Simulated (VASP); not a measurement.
Crystal: Mo.

```
CELL_PARAMETERS angstrom
-1.57365 1.57365 1.57365
1.57365 -1.57365 1.57365
1.57365 1.57365 -1.57365
ATOMIC_POSITIONS crystal
Mo 0.00000 0.00000 0.00000
```

| Quantity | Value |
| --- | --- |
| Program | VASP 6.6.1 |
| Task | relaxation of cell and atoms |
| Functional | PBE |
| Potentials or basis | VASP PAW PBE potentials, release 64 (Mo_sv) |
| Cutoff | 500 eV |
| k mesh | 23 × 23 × 23 |
| Occupations | fermi-dirac, width 0.05 eV |
| Spin | no spin polarisation |

At the start: pressure 4.0 GPa; volume 15.59 Å³/atom.

Question: How do energy, volume and symmetry change on relaxing?

Answer: Over 4 steps the energy falls by 2.9 meV/atom and the volume is 15.82 Å³/atom (+1.5 %); space group Im-3m (No. 229, to 0.05 Å).

The path:
```
step  energy change (eV)  largest force (eV/Å)  pressure (GPa)  volume (Å³)
   1              0.0000                0.0000            4.04        15.59
   2              0.0184                0.0000           -9.88        16.49
   3             -0.0029                0.0000           -0.06        15.83
   4             -0.0029                0.0000            0.02        15.82
```

Final structure:
```
Mo
1.0
    -1.58151    1.58151    1.58151
     1.58151   -1.58151    1.58151
     1.58151    1.58151   -1.58151
Mo
1
Direct
  0.00000 0.00000 0.00000
```
